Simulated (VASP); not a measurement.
# As (Cmcm) in VASP: further runs

The runs below take As through single point, with PBE.

All numbers are computed with VASP 6.6.1; they aren't measurements. Logs are shortened: lines on timing, memory, paths and dates and some standing lists are left out, and cuts for length are marked.

**1. The cell of the first run**

The structure is orthorhombic, space group Cmcm (No. 63). The conventional cell has a = 2.852 Å, b = 8.700 Å, c = 3.692 Å, α = 90.00°, β = 90.00°, γ = 90.00°. Within 3.3 Å of As (site symmetry m2m) lie 4 As at 2.49 to 2.85 Å.

**2. Single point, PBE**

INCAR

```
PREC = Accurate
ENCUT = 600
EDIFF = 1E-6
ISMEAR = 0
SIGMA = 0.1
LREAL = F
LASPH = T
NELM = 120
ALGO = Normal
ISIF = 2
LWAVE = F
LCHARG = F
GGA = PE
NBANDS = 22
GGA_COMPAT = F
```

KPOINTS

```
regular mesh
0
Gamma
  20 20 16
```

POSCAR

```
As
1.0
    1.4257642458     -4.3500572664      0.0000000000
    1.4257642458      4.3500572664      0.0000000000
    0.0000000000      0.0000000000      3.6915163866
As
2
Direct
    0.9038227948      0.0961772052      0.2500000000
    0.0961772052      0.9038227948      0.7500000000
```

Potentials or basis: VASP PAW PBE potentials, release 64 (As_d).

Launch:

```sh
cat potpaw_PBE.64/As_d/POTCAR > POTCAR
mpirun -np 1 vasp_std > vasp.out
```

OUTCAR:

```text
PREC = Accurate
   ENCUT = 600
   EDIFF = 1E-6
   ISMEAR = 0
   LREAL = F
   LASPH = T
   NELM = 120
   ISIF = 2
   GGA = PE

 ion  position               nearest neighbor table
   1  0.904  0.096  0.250-   2 2.49   2 2.49
   2  0.096  0.904  0.750-   1 2.49   1 2.49

  LATTYP: Found a base centered orthorhombic cell.
 ALAT       =     2.8515284916
 B/A-ratio  =     3.0510354564
 C/A-ratio  =     1.2945746106

  Lattice vectors:

 A1 = (   1.4257642458,  -4.3500572664,   0.0000000000)
 A2 = (   1.4257642458,   4.3500572664,   0.0000000000)
 A3 = (   0.0000000000,   0.0000000000,   3.6915163866)

Analysis of symmetry for initial positions (statically):
=====================================================================
 Subroutine PRICEL returns:
 Original cell was already a primitive cell.

 Routine SETGRP: Setting up the symmetry group for a
 base centered orthorhombic supercell.

 Subroutine GETGRP returns: Found  8 space group operations
 (whereof  4 operations were pure point group operations)
 out of a pool of  8 trial point group operations.

The static configuration has the point symmetry C_2h.
 The point group associated with its full space group is D_2h.

Analysis of symmetry for dynamics (positions and initial velocities):
=====================================================================
 Subroutine PRICEL returns:
 Original cell was already a primitive cell.

 Routine SETGRP: Setting up the symmetry group for a
 base centered orthorhombic supercell.

 Subroutine GETGRP returns: Found  8 space group operations
 (whereof  4 operations were pure point group operations)
 out of a pool of  8 trial point group operations.

The dynamic configuration has the point symmetry C_2h.
 The point group associated with its full space group is D_2h.

 Subroutine INISYM returns: Found  8 space group operations
 (whereof  4 operations are pure point group operations),
 and found     1 'primitive' translations

----------------------------------------------------------------------------------------

                                     Primitive cell

  volume of cell :      45.7907

  direct lattice vectors                    reciprocal lattice vectors
     1.425764246 -4.350057266  0.000000000     0.350689114 -0.114941016  0.000000000
     1.425764246  4.350057266  0.000000000     0.350689114  0.114941016  0.000000000
     0.000000000  0.000000000  3.691516387     0.000000000  0.000000000  0.270891389

  length of vectors
     4.577750747  4.577750747  3.691516387     0.369045108  0.369045108  0.270891389

  position of ions in fractional coordinates (direct lattice)
     0.903822795  0.096177205  0.250000000
     0.096177205  0.903822795  0.750000000

  ion indices of the primitive-cell ions
   primitive index   ion index
                 1           1
                 2           2

----------------------------------------------------------------------------------------

 KPOINTS: regular mesh

Automatic generation of k-mesh.
 Grid dimensions read from file:
 generate k-points for:   20   20   16

 Generating k-lattice:

  Cartesian coordinates                     Fractional coordinates (reciprocal lattice)
     0.017534456 -0.005747051  0.000000000     0.050000000 -0.000000000  0.000000000
     0.017534456  0.005747051  0.000000000    -0.000000000  0.050000000  0.000000000
     0.000000000  0.000000000  0.016930712     0.000000000  0.000000000  0.062500000

  Length of vectors
     0.018452255  0.018452255  0.016930712

  Shift w.r.t. Gamma in fractional coordinates (k-lattice)
     0.000000000  0.000000000  0.000000000

 Subroutine IBZKPT returns following result:
 ===========================================

 Found    999 irreducible k-points:

 Following reciprocal coordinates:
            Coordinates               Weight
  0.000000  0.000000  0.000000      1.000000
  0.050000  0.000000  0.000000      4.000000
  0.100000  0.000000  0.000000      4.000000
  0.150000  0.000000  0.000000      4.000000
  0.200000  0.000000  0.000000      4.000000
  0.250000 -0.000000  0.000000      4.000000
[... 16 lines left out ...]
 -0.400000  0.050000  0.000000      4.000000
 -0.350000  0.050000  0.000000      4.000000
 [... further k-points ...]
   k-points           NKPTS =    999   k-points in BZ     NKDIM =    999   number of bands    NBANDS=     22
   number of dos      NEDOS =    301   number of ions     NIONS =      2
   total plane-waves  NPLWV =  48000
   dimension x,y,z NGX =    40 NGY =   40 NGZ =   30
   dimension x,y,z NGXF=    80 NGYF=   80 NGZF=   60
   ions per type =               2
   NGX,Y,Z   is equivalent  to a cutoff of  14.53, 14.53, 13.51 a.u.
   NGXF,Y,Z  is equivalent  to a cutoff of  29.05, 29.05, 27.02 a.u.
 SYSTEM =  unknown system
   PREC   = accura    normal or accurate (medium, high low for compatibility)
   ISTART =      0    job   : 0-new  1-cont  2-samecut
   ICHARG =      2    charge: 1-file 2-atom 10-const
   ISPIN  =      1    spin polarized calculation?
   LNONCOLLINEAR =      F non collinear calculations
   LSORBIT =      F    spin-orbit coupling
   LASPH  =      T    aspherical Exc in radial PAW
   ENCUT  =  600.0 eV  44.10 Ry    6.64 a.u.   9.14  9.14  7.37*2*pi/ulx,y,z
   NELM   =    120;   NELMIN=  2; NELMDL= -5     # of ELM steps
   EDIFF  = 0.1E-05   stopping-criterion for ELM
   LREAL  =      F    real-space projection
   EDIFFG = 0.1E-04   stopping-criterion for IOM
   NSW    =      0    number of steps for IOM
   IBRION =     -1    ionic relax: 0-MD 1-quasi-New 2-CG
   NFREE  =      0    steps in history (QN), initial steepest desc. (CG)
   ISIF   =      2    stress and relaxation
   ISYM   =      2    0-nonsym 1-usesym 2-fastsym
   POTIM  = 0.5000    time-step for ionic-motion
   TEBEG  =    0.0;   TEEND  =   0.0 temperature during run
   PSTRESS=    0.0 pullay stress
   NELECT =      30.0000    total number of electrons
   NUPDOWN=      -1.0000    fix difference up-down
   EMIN   =  10.00;   EMAX   =-10.00  energy-range for DOS
   EFERMI =   0.00;   METHOD = LEGACY
   ISMEAR =     0;   SIGMA  =   0.10  broadening in eV -4-tet -1-fermi 0-gaus
   EFERMI_NEDOS =   21; number of points for ismear=-14 and -15
   IALGO  =     38    algorithm
   IMIX   =      4    mixing-type and parameters
     AMIX     =   0.40;   BMIX     =  1.00
     AMIX_MAG =   1.60;   BMIX_MAG =  1.00
  volume/ion in A,a.u.               =      22.90       154.51
  Fermi-wavevector in a.u.,A,eV,Ry     =   1.421858  2.686921 27.506611  2.021679
  Thomas-Fermi vector in A             =   2.542623
   LORBIT       =      0    0 simple, 1 ext, 2 COOP (PROOUT), +10 PAW based schemes
   GGA     = PE    functional components
   LHFCALC =     F    Hartree Fock is set to
   AEXX    =    0.0000 exact exchange contribution
   IVDW    =     0    specifies the selected vdW correction
   LEPSILON=     F    determine dielectric tensor
   LRPA    =     F    only Hartree local field effects (RPA)
 non-spin polarized calculation
 Gauss-broadening in eV      SIGMA  =   0.10
  energy-cutoff  :      600.00
  volume of cell :       45.79
 maximum number of plane-waves:      1556
 NGX is ok and might be reduce to    40
   NGX = 19   NGY = 19   NGZ = 15

 number of electron      30.0000008 magnetization

 Free energy of the ion-electron system (eV)
  ---------------------------------------------------
  ext. energy  EPLUGINS =         0.00000000
  ---------------------------------------------------
  free energy    TOTEN  =        -9.13977360 eV

  energy without entropy =       -9.13636003  energy(sigma->0) =       -9.13806681

 E-fermi :   2.9462     XC(G=0): -10.3456

 val. band max:        2.9436510692   @ k =  -0.0500   0.0500   0.4375
 cond. band min:       2.9487962889   @ k =   0.5000   0.4500   0.0625
 fundamental gap:      0.0051452198
 Fermi energy:         2.9462324010

 k-point     1 :       0.0000    0.0000    0.0000
  band No.  band energies     occupation
      1     -32.9792      2.00000
      2     -32.9752      2.00000
      3     -32.9340      2.00000
      4     -32.9247      2.00000
      5     -32.9118      2.00000
      6     -32.8999      2.00000
[... 14 lines left out ...]
     21      12.2997      0.00000
     22      12.4001      0.00000

 k-point     2 :       0.0500    0.0000    0.0000
  band No.  band energies     occupation
      1     -32.9791      2.00000
      2     -32.9739      2.00000
      3     -32.9336      2.00000
      4     -32.9252      2.00000
      5     -32.9108      2.00000
      6     -32.9004      2.00000
[... 14 lines left out ...]
     21      12.3662      0.00000
     22      12.8040      0.00000

 k-point     3 :       0.1000    0.0000    0.0000
  band No.  band energies     occupation
      1     -32.9788      2.00000
      2     -32.9701      2.00000
      3     -32.9326      2.00000
      4     -32.9265      2.00000
      5     -32.9075      2.00000
      6     -32.9018      2.00000
[... 14 lines left out ...]
     21      12.5608      0.00000
     22      13.9509      0.00000

 k-point     4 :       0.1500    0.0000    0.0000
  band No.  band energies     occupation
      1     -32.9784      2.00000
      2     -32.9643      2.00000
      3     -32.9314      2.00000
      4     -32.9286      2.00000
      5     -32.9039      2.00000
      6     -32.9022      2.00000
[... 14 lines left out ...]
     21      12.8647      0.00000
     22      15.3931      0.00000

 k-point     5 :       0.2000    0.0000    0.0000
  band No.  band energies     occupation
      1     -32.9778      2.00000
      2     -32.9570      2.00000
      3     -32.9312      2.00000
      4     -32.9302      2.00000
      5     -32.9065      2.00000
      6     -32.8983      2.00000
[... 14 lines left out ...]
     21      13.2233      0.00000
     22      14.9592      0.00000

 k-point     6 :       0.2500   -0.0000    0.0000
  band No.  band energies     occupation
      1     -32.9772      2.00000
      2     -32.9490      2.00000
      3     -32.9341      2.00000
      4     -32.9292      2.00000
      5     -32.9095      2.00000
      6     -32.9005      2.00000
[... 14 lines left out ...]
     21      13.3531      0.00000
     22      13.9441      0.00000

 k-point     7 :       0.3000    0.0000    0.0000
  band No.  band energies     occupation
      1     -32.9766      2.00000
      2     -32.9410      2.00000
      3     -32.9370      2.00000
      4     -32.9284      2.00000
      5     -32.9124      2.00000
      6     -32.9027      2.00000
[... 324 lines left out ...]
      6     -32.9077      2.00000
[... 14 lines left out ...]
     21      11.2128      0.00000
     22      12.4508      0.00000

 k-point    21 :       0.5000    0.0500    0.0000
  band No.  band energies     occupation
      1     -32.9752      2.00000
      2     -32.9430      2.00000
      3     -32.9270      2.00000
      4     -32.9247      2.00000
      5     -32.9186      2.00000
      6     -32.9073      2.00000
[... 14 lines left out ...]
     21      11.6003      0.00000
     22      12.0903      0.00000

 k-point    22 :      -0.4500    0.0500    0.0000
  band No.  band energies     occupation
      1     -32.9754      2.00000
      2     -32.9417      2.00000
      3     -32.9283      2.00000
      4     -32.9272      2.00000
      5     -32.9173      2.00000
      6     -32.9063      2.00000
[... 14 lines left out ...]
     21      11.4559      0.00000
     22      12.4038      0.00000

 k-point    23 :      -0.4000    0.0500    0.0000
  band No.  band energies     occupation
      1     -32.9758      2.00000
      2     -32.9397      2.00000
      3     -32.9339      2.00000
      4     -32.9276      2.00000
      5     -32.9152      2.00000
      6     -32.9047      2.00000
[... 14 lines left out ...]
     21      11.7985      0.00000
     22      13.1496      0.00000

 k-point    24 :      -0.3500    0.0500    0.0000
  band No.  band energies     occupation
      1     -32.9763      2.00000
      2     -32.9411      2.00000
      3     -32.9371      2.00000
      4     -32.9283      2.00000
      5     -32.9126      2.00000
      6     -32.9026      2.00000
[... 14 lines left out ...]
     21      12.6794      0.00000
     22      13.7859      0.00000

 [... further k-points ...]

------------------------ aborting loop because EDIFF is reached ----------------------------------------

  FORCE on cell =-STRESS in cart. coord.  units (eV):
  Direction    XX          YY          ZZ          XY          YZ          ZX
  --------------------------------------------------------------------------------------
  -------------------------------------------------------------------------------------
  Total        0.0120774      0.0134116      0.0153269      0.0000000     -0.0000000      0.0000000
  in kB        0.4225762      0.4692617      0.5362737      0.0000000     -0.0000000      0.0000000
  external PRESSURE =       0.4760372 kB  Pullay stress =       0.0000000 kB

 VOLUME and BASIS-vectors are now :
 -----------------------------------------------------------------------------
  energy-cutoff  :      600.00
  volume of cell :       45.79
      direct lattice vectors                 reciprocal lattice vectors
     1.425764246 -4.350057266  0.000000000     0.350689114 -0.114941016  0.000000000
     1.425764246  4.350057266  0.000000000     0.350689114  0.114941016  0.000000000
     0.000000000  0.000000000  3.691516387     0.000000000  0.000000000  0.270891389

 POSITION                                       TOTAL-FORCE (eV/Angst)
 -----------------------------------------------------------------------------------
      1.42576     -3.51330      0.92288         0.000000      0.005511     -0.000000
      1.42576      3.51330      2.76864         0.000000     -0.005511      0.000000
 -----------------------------------------------------------------------------------
    total drift:                               -0.000000     -0.000000     -0.000000

  FREE ENERGIE OF THE ION-ELECTRON SYSTEM (eV)
  ---------------------------------------------------
  free  energy   TOTEN  =        -9.1397736006 eV

  energy  without entropy=       -9.1363600277  energy(sigma->0) =       -9.13806681
```

Wall time 7.3 min (1 thread of Intel Xeon 6975P-C (Granite Rapids), shared host); peak memory 0.97 GiB.

Results:

| Item | Value |
| --- | --- |
| Free energy | -9.1398 eV |
| Pressure | 0.0 GPa |
| Largest force | 0.006 eV/Å |
| Band gap on the k mesh | zero (bands 15 and 16 overlap by 7.75 eV) |

Forces on the atoms (eV/Å):
```
As   0.000  0.006  0.000
As   0.000 -0.006  0.000
```

Levels at points of the mesh, in eV from the Fermi level:
```
           k point  band 13  band 14  band 15  band 16  band 17  band 18
(0.00, 0.00, 0.00)    -3.92    -3.24     1.34     3.49     3.66     6.05
(0.50, 0.00, 0.00)    -5.60    -2.80    -1.15     0.27     2.46     4.31
(0.50, 0.50, 0.00)    -2.66    -0.62    -0.40     1.44     2.96     7.11
(0.00, 0.00, 0.50)    -3.12    -3.12     0.08     0.08     5.03     5.03
(0.50, 0.00, 0.50)    -4.09    -4.09    -2.14    -2.14     2.84     2.84
(0.50, 0.50, 0.50)    -5.56    -5.56     4.88     4.88     5.20     5.20
```

**3. Single point, PBE**

INCAR

```
SYSTEM = As
  PREC = Accurate
  ENCUT = 520
  EDIFF = 1E-7
  ISMEAR = 0
  SIGMA = 0.1
  LREAL = .False.
  LASPH = .True.
  NELM = 80
  ALGO = Normal
  ISIF = 2
  LWAVE = .False.
  LCHARG = .False.
  GGA = PE
  NBANDS = 12
```

KPOINTS

```
Automatic mesh
0
Gamma
  20 20 14
  0 0 0
```

POSCAR

```
As
1.0
    1.4259261606     -4.3487268089      0.0000000000
    1.4259261606      4.3487268089      0.0000000000
    0.0000000000      0.0000000000      3.6895751807
As
2
Direct
    0.9038094516      0.0961905484      0.2500000000
    0.0961905484      0.9038094516      0.7500000000
```

Potentials or basis: VASP PAW PBE potentials, release 64 (As).

Launch:

```sh
cat potpaw_PBE.64/As/POTCAR > POTCAR
mpirun -np 1 vasp_std > vasp.out
```

Wall time 11 min (1 thread of Intel Xeon 8259CL, shared host); peak memory 0.52 GiB.

The run converged. Its results:

| Quantity | Value |
| --- | --- |
| Free energy | -9.1227 eV |
| Pressure | 0.3 GPa |
| Largest force | 0.061 eV/Å |
| Band gap on the k mesh | zero (bands 5 and 6 overlap by 7.75 eV) |

Forces in eV/Å, atoms in the order of the input:
```
As   0.000  0.061  0.000
As   0.000 -0.061  0.000
```

Stress tensor (GPa, compression positive):
```
0.10 0.00 0.00
0.00 0.34 0.00
0.00 0.00 0.35
```

Levels at points of the mesh, in eV from the Fermi level:
```csv
k point,band 1,band 2,band 3,band 4,band 5,band 6,band 7,band 8,band 9,band 10
"(0.00, 0.00, 0.00)",-14.39,-8.56,-3.92,-3.24,1.33,3.48,3.67,6.05,6.24,8.33
"(0.50, 0.00, 0.00)",-11.73,-7.16,-5.61,-2.80,-1.16,0.28,2.45,4.32,7.60,7.70
"(0.50, 0.50, 0.00)",-13.82,-10.46,-2.67,-0.62,-0.39,1.44,2.95,7.12,7.98,8.17
"(0.00, 0.00, 0.50)",-12.03,-12.03,-3.12,-3.12,0.08,0.08,5.03,5.03,10.60,10.60
"(0.50, 0.00, 0.50)",-9.42,-9.42,-4.09,-4.09,-2.14,-2.14,2.83,2.83,6.63,6.63
"(0.50, 0.50, 0.50)",-11.69,-11.69,-5.57,-5.57,4.87,4.87,5.21,5.21,9.33,9.33
```
